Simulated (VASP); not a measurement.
# Pt (P6/mmm) in VASP: single point with r2SCAN

Aim: the single point of Pt with r2SCAN.

All numbers are computed with VASP 6.6.1; they aren't measurements. Logs are shortened: lines on timing, memory, paths and dates and some standing lists are left out, and cuts for length are marked.

## (1) The cell of the first run

It takes space group P6/mmm (No. 191, hexagonal). Conventional cell: a = 4.501 Å, b = 4.501 Å, c = 2.679 Å, α = 90.00°, β = 90.00°, γ = 120.00°. Within 3.5 Å of Pt (site symmetry 6/mmm) lie 14 Pt at 2.68 to 2.92 Å. Pt (site symmetry -6m2) has 11 Pt at 2.60 to 2.92 Å within 3.4 Å.

This isn't the form of Pt at room conditions, which is fcc.

## (2) Single point, r2SCAN

Contents of POSCAR:

```
Pt
1.0
    4.5009122145      0.0000000000      0.0000000000
   -2.2504561072      3.8979043179      0.0000000000
    0.0000000000      0.0000000000      2.6791773328
Pt
3
Direct
    0.0000000000      0.0000000000      0.0000000000
    0.3333333333      0.6666666667      0.5000000000
    0.6666666667      0.3333333333      0.5000000000
```

Contents of INCAR.step1:

```
PREC     = Accurate       # precision mode
ENCUT    = 520            # plane-wave cutoff, eV
ISMEAR   = 0              # smearing method
SIGMA    = 0.1            # smearing width, eV
LREAL    = False          # projectors in reciprocal space
LASPH    = True           # aspherical terms in the spheres
NELM     = 80             # most SCF steps
NBANDS   = 22             # bands
GGA      = PE             # functional
ALGO     = Normal         # electronic algorithm
EDIFF    = 1E-4           # SCF threshold, eV
LWAVE    = True           # write WAVECAR
LCHARG   = False          # write CHGCAR
```

Contents of INCAR.step2:

```
PREC     = Accurate       # precision mode
ENCUT    = 520            # plane-wave cutoff, eV
EDIFF    = 1E-6           # SCF threshold, eV
ISMEAR   = 0              # smearing method
SIGMA    = 0.1            # smearing width, eV
LREAL    = False          # projectors in reciprocal space
LASPH    = True           # aspherical terms in the spheres
NELM     = 80             # most SCF steps
ALGO     = Normal         # electronic algorithm
ISIF     = 2              # what is computed and relaxed
LWAVE    = False          # write WAVECAR
LCHARG   = False          # write CHGCAR
METAGGA  = R2SCAN         # meta-GGA
LMIXTAU  = True         
NBANDS   = 22             # bands
ISTART   = 1
```

Contents of KPOINTS:

```
Automatic mesh
0
Gamma
  12 12 18
```

Potentials or basis: VASP PAW PBE potentials, release 64 (Pt).

Run with:

```sh
$ cat potpaw_PBE.64/Pt/POTCAR > POTCAR
$ cp INCAR.step1 INCAR
$ mpirun -np 1 vasp_std > vasp.out
$ cp INCAR.step2 INCAR
$ mpirun -np 1 vasp_std > vasp.out
```

OUTCAR:

```text
PREC = Accurate
   ENCUT = 520
   EDIFF = 1E-6
   ISMEAR = 0
   LREAL = False
   LASPH = True
   NELM = 80
   ISIF = 2
   METAGGA = R2SCAN
   ISTART = 1

 ion  position               nearest neighbor table
   1  0.000  0.000  0.000-   2 2.92   3 2.92   2 2.92   3 2.92   2 2.92   2 2.92   3 2.92   3 2.92
                             3 2.92   3 2.92   2 2.92   2 2.92
   2  0.333  0.667  0.500-   3 2.60   3 2.60   3 2.60   1 2.92   1 2.92   1 2.92   1 2.92   1 2.92
                             1 2.92
   3  0.667  0.333  0.500-   2 2.60   2 2.60   2 2.60   1 2.92   1 2.92   1 2.92   1 2.92   1 2.92
                             1 2.92

  LATTYP: Found a hexagonal cell.
 ALAT       =     4.5009122145
 C/A-ratio  =     0.5952520745

  Lattice vectors:

 A1 = (   4.5009122145,   0.0000000000,   0.0000000000)
 A2 = (  -2.2504561072,   3.8979043179,   0.0000000000)
 A3 = (   0.0000000000,   0.0000000000,   2.6791773328)

Analysis of symmetry for initial positions (statically):
=====================================================================
 Subroutine PRICEL returns:
 Original cell was already a primitive cell.

 Routine SETGRP: Setting up the symmetry group for a
 hexagonal supercell.

 Subroutine GETGRP returns: Found 24 space group operations
 (whereof 24 operations were pure point group operations)
 out of a pool of 24 trial point group operations.

The static configuration has the point symmetry D_6h.

Analysis of symmetry for dynamics (positions and initial velocities):
=====================================================================
 Subroutine PRICEL returns:
 Original cell was already a primitive cell.

 Routine SETGRP: Setting up the symmetry group for a
 hexagonal supercell.

 Subroutine GETGRP returns: Found 24 space group operations
 (whereof 24 operations were pure point group operations)
 out of a pool of 24 trial point group operations.

The dynamic configuration has the point symmetry D_6h.

 Subroutine INISYM returns: Found 24 space group operations
 (whereof 24 operations are pure point group operations),
 and found     1 'primitive' translations

----------------------------------------------------------------------------------------

                                     Primitive cell

  volume of cell :      47.0038

  direct lattice vectors                    reciprocal lattice vectors
     4.500912214  0.000000000  0.000000000     0.222177184  0.128274057  0.000000000
    -2.250456107  3.897904318  0.000000000     0.000000000  0.256548114  0.000000000
     0.000000000  0.000000000  2.679177333     0.000000000  0.000000000  0.373248903

  length of vectors
     4.500912214  4.500912214  2.679177333     0.256548114  0.256548114  0.373248903

  position of ions in fractional coordinates (direct lattice)
     0.000000000  0.000000000  0.000000000
     0.333333333  0.666666667  0.500000000
     0.666666667  0.333333333  0.500000000

  ion indices of the primitive-cell ions
   primitive index   ion index
                 1           1
                 2           2
                 3           3

----------------------------------------------------------------------------------------

 KPOINTS: Automatic mesh

Automatic generation of k-mesh.
 Grid dimensions read from file:
 generate k-points for:   12   12   18

 Generating k-lattice:

  Cartesian coordinates                     Fractional coordinates (reciprocal lattice)
     0.018514765  0.010689505  0.000000000     0.083333333  0.000000000  0.000000000
     0.000000000  0.021379009  0.000000000     0.000000000  0.083333333  0.000000000
     0.000000000  0.000000000  0.020736050     0.000000000  0.000000000  0.055555556

  Length of vectors
     0.021379009  0.021379009  0.020736050

  Shift w.r.t. Gamma in fractional coordinates (k-lattice)
     0.000000000  0.000000000  0.000000000

 Subroutine IBZKPT returns following result:
 ===========================================

 Found    190 irreducible k-points:

 Following reciprocal coordinates:
            Coordinates               Weight
  0.000000  0.000000  0.000000      1.000000
  0.083333 -0.000000  0.000000      6.000000
  0.166667 -0.000000  0.000000      6.000000
  0.250000  0.000000  0.000000      6.000000
  0.333333  0.000000  0.000000      6.000000
  0.416667 -0.000000  0.000000      6.000000
[... 16 lines left out ...]
  0.250000  0.000000  0.055556     12.000000
  0.333333  0.000000  0.055556     12.000000
 [... further k-points ...]
   k-points           NKPTS =    190   k-points in BZ     NKDIM =    190   number of bands    NBANDS=     22
   number of dos      NEDOS =    301   number of ions     NIONS =      3
   total plane-waves  NPLWV =  25920
   dimension x,y,z NGX =    36 NGY =   36 NGZ =   20
   dimension x,y,z NGXF=    72 NGYF=   72 NGZF=   40
   ions per type =               3
   NGX,Y,Z   is equivalent  to a cutoff of  13.30, 13.30, 12.41 a.u.
   NGXF,Y,Z  is equivalent  to a cutoff of  26.59, 26.59, 24.82 a.u.
 SYSTEM =  unknown system
   PREC   = accura    normal or accurate (medium, high low for compatibility)
   ISTART =      1    job   : 0-new  1-cont  2-samecut
   ICHARG =      0    charge: 1-file 2-atom 10-const
   ISPIN  =      1    spin polarized calculation?
   LNONCOLLINEAR =      F non collinear calculations
   LSORBIT =      F    spin-orbit coupling
   LASPH  =      T    aspherical Exc in radial PAW
   ENCUT  =  520.0 eV  38.22 Ry    6.18 a.u.   8.37  8.37  4.98*2*pi/ulx,y,z
   NELM   =     80;   NELMIN=  2; NELMDL=  0     # of ELM steps
   EDIFF  = 0.1E-05   stopping-criterion for ELM
   LREAL  =      F    real-space projection
[... 7 lines left out ...]
   TEBEG  =    0.0;   TEEND  =   0.0 temperature during run
   PSTRESS=    0.0 pullay stress
   NELECT =      30.0000    total number of electrons
   NUPDOWN=      -1.0000    fix difference up-down
   EMIN   =  10.00;   EMAX   =-10.00  energy-range for DOS
   EFERMI =   0.00;   METHOD = LEGACY
   ISMEAR =     0;   SIGMA  =   0.10  broadening in eV -4-tet -1-fermi 0-gaus
   EFERMI_NEDOS =   21; number of points for ismear=-14 and -15
   IALGO  =     38    algorithm
   IMIX   =      4    mixing-type and parameters
     AMIX     =   0.40;   BMIX     =  1.00
     AMIX_MAG =   1.60;   BMIX_MAG =  1.00
  volume/ion in A,a.u.               =      15.67       105.73
  Fermi-wavevector in a.u.,A,eV,Ry     =   1.409519  2.663604 27.031281  1.986743
  Thomas-Fermi vector in A             =   2.531566
   LORBIT       =      0    0 simple, 1 ext, 2 COOP (PROOUT), +10 PAW based schemes
   METAGGA = R2SCAN    functional components
   LHFCALC =     F    Hartree Fock is set to
   AEXX    =    0.0000 exact exchange contribution
   IVDW    =     0    specifies the selected vdW correction
   LEPSILON=     F    determine dielectric tensor
   LRPA    =     F    only Hartree local field effects (RPA)
 non-spin polarized calculation
 Gauss-broadening in eV      SIGMA  =   0.10
  energy-cutoff  :      520.00
  volume of cell :       47.00
 maximum number of plane-waves:      1282
 NGX is ok and might be reduce to    36
   NGX = 17   NGY = 17   NGZ =  9

 number of electron      30.0000002 magnetization

 Free energy of the ion-electron system (eV)
  ---------------------------------------------------
  ext. energy  EPLUGINS =         0.00000000
  ---------------------------------------------------
  free energy    TOTEN  =      -154.06766529 eV

  energy without entropy =     -154.03498653  energy(sigma->0) =     -154.05132591

 E-fermi :  10.2276     XC(G=0): -14.3311

 val. band max:       10.2264493243   @ k =   0.4167   0.1667   0.4444
 cond. band min:      10.2280203781   @ k =   0.2500   0.0000   0.1111
 fundamental gap:      0.0015710538
 Fermi energy:        10.2276312126

 k-point     1 :       0.0000    0.0000    0.0000
  band No.  band energies     occupation
      1       0.2657      2.00000
      2       3.6259      2.00000
      3       5.2279      2.00000
      4       5.9881      2.00000
      5       5.9881      2.00000
      6       6.0026      2.00000
[... 14 lines left out ...]
     21      18.0410      0.00000
     22      18.0410      0.00000

 k-point     2 :       0.0833   -0.0000    0.0000
  band No.  band energies     occupation
      1       0.3637      2.00000
      2       3.6510      2.00000
      3       5.1043      2.00000
      4       5.5035      2.00000
      5       5.6587      2.00000
      6       5.9778      2.00000
[... 14 lines left out ...]
     21      19.3852      0.00000
     22      19.5409      0.00000

 k-point     3 :       0.1667   -0.0000    0.0000
  band No.  band energies     occupation
      1       0.6517      2.00000
      2       3.7085      2.00000
      3       4.6971      2.00000
      4       5.1376      2.00000
      5       5.4156      2.00000
      6       5.9065      2.00000
[... 14 lines left out ...]
     21      20.7856      0.00000
     22      21.1291      0.00000

 k-point     4 :       0.2500    0.0000    0.0000
  band No.  band energies     occupation
      1       1.1104      2.00000
      2       3.6990      2.00000
      3       4.2894      2.00000
      4       4.8639      2.00000
      5       5.2759      2.00000
      6       5.7675      2.00000
[... 14 lines left out ...]
     21      22.1651      0.00000
     22      22.5703      0.00000

 k-point     5 :       0.3333    0.0000    0.0000
  band No.  band energies     occupation
      1       1.7040      2.00000
      2       3.4724      2.00000
      3       4.0893      2.00000
      4       4.6824      2.00000
      5       5.2224      2.00000
      6       5.5562      2.00000
[... 14 lines left out ...]
     21      23.4622      0.00000
     22      23.7326      0.00000

 k-point     6 :       0.4167   -0.0000    0.0000
  band No.  band energies     occupation
      1       2.3710      2.00000
      2       3.2391      2.00000
      3       3.7214      2.00000
      4       4.7677      2.00000
      5       5.2232      2.00000
      6       5.2899      2.00000
[... 14 lines left out ...]
     21      24.5083      0.00000
     22      24.5247      0.00000

 k-point     7 :       0.5000    0.0000    0.0000
  band No.  band energies     occupation
      1       2.8838      2.00000
      2       3.1516      2.00000
      3       3.3017      2.00000
      4       4.9830      2.00000
      5       5.0331      2.00000
      6       5.2324      2.00000
[... 324 lines left out ...]
      6       5.9874      2.00000
[... 14 lines left out ...]
     21      18.1104      0.00000
     22      18.1104      0.00000

 k-point    21 :       0.0833   -0.0000    0.0556
  band No.  band energies     occupation
      1       0.4539      2.00000
      2       3.7526      2.00000
      3       5.2050      2.00000
      4       5.5115      2.00000
      5       5.6221      2.00000
      6       6.0215      2.00000
[... 14 lines left out ...]
     21      19.4670      0.00000
     22      19.6249      0.00000

 k-point    22 :       0.1667   -0.0000    0.0556
  band No.  band energies     occupation
      1       0.7408      2.00000
      2       3.8138      2.00000
      3       4.7396      2.00000
      4       5.2030      2.00000
      5       5.3924      2.00000
      6       5.9623      2.00000
[... 14 lines left out ...]
     21      20.8621      0.00000
     22      21.2187      0.00000

 k-point    23 :       0.2500    0.0000    0.0556
  band No.  band energies     occupation
      1       1.1979      2.00000
      2       3.7995      2.00000
      3       4.3437      2.00000
      4       4.9249      2.00000
      5       5.2623      2.00000
      6       5.8276      2.00000
[... 14 lines left out ...]
     21      22.2406      0.00000
     22      22.6806      0.00000

 k-point    24 :       0.3333    0.0000    0.0556
  band No.  band energies     occupation
      1       1.7902      2.00000
      2       3.5507      2.00000
      3       4.1878      2.00000
      4       4.7225      2.00000
      5       5.2152      2.00000
      6       5.6152      2.00000
[... 14 lines left out ...]
     21      23.5441      0.00000
     22      23.8773      0.00000

 [... further k-points ...]

------------------------ aborting loop because EDIFF is reached ----------------------------------------

  FORCE on cell =-STRESS in cart. coord.  units (eV):
  Direction    XX          YY          ZZ          XY          YZ          ZX
  --------------------------------------------------------------------------------------
  -------------------------------------------------------------------------------------
  Total        0.1542167      0.1542167      0.1925185      0.0000000     -0.0000000     -0.0000000
  in kB        5.2566472      5.2566472      6.5622078      0.0000000     -0.0000000     -0.0000000
  external PRESSURE =       5.6918340 kB  Pullay stress =       0.0000000 kB

 VOLUME and BASIS-vectors are now :
 -----------------------------------------------------------------------------
  energy-cutoff  :      520.00
  volume of cell :       47.00
      direct lattice vectors                 reciprocal lattice vectors
     4.500912214  0.000000000  0.000000000     0.222177184  0.128274057  0.000000000
    -2.250456107  3.897904318  0.000000000     0.000000000  0.256548114  0.000000000
     0.000000000  0.000000000  2.679177333     0.000000000  0.000000000  0.373248903

 POSITION                                       TOTAL-FORCE (eV/Angst)
 -----------------------------------------------------------------------------------
      0.00000      0.00000      0.00000         0.000000      0.000000      0.000000
     -0.00000      2.59860      1.33959        -0.000000      0.000000     -0.000000
      2.25046      1.29930      1.33959         0.000000      0.000000      0.000000
 -----------------------------------------------------------------------------------
    total drift:                                0.000000      0.000000     -0.000000

  FREE ENERGIE OF THE ION-ELECTRON SYSTEM (eV)
  ---------------------------------------------------
  free  energy   TOTEN  =      -154.0676652872 eV

  energy  without entropy=     -154.0349865293  energy(sigma->0) =     -154.05132591
```

Run time: 9.2 min. Hardware: 1 thread of Intel Xeon 8259CL, shared host; peak memory 0.28 GiB.

What came out:

- Free energy: -154.0677 eV
- Pressure: 0.6 GPa
- Band gap on the k mesh: zero (bands 15 and 16 overlap by 1.55 eV)

Stress tensor (GPa, compression positive):
```
0.53 0.00 0.00
0.00 0.53 0.00
0.00 0.00 0.66
```

Caveat: the PAW data sets were made with another functional, which shifts forces and pressure a little; spin-orbit coupling is left out, which moves the levels of the heavy elements.
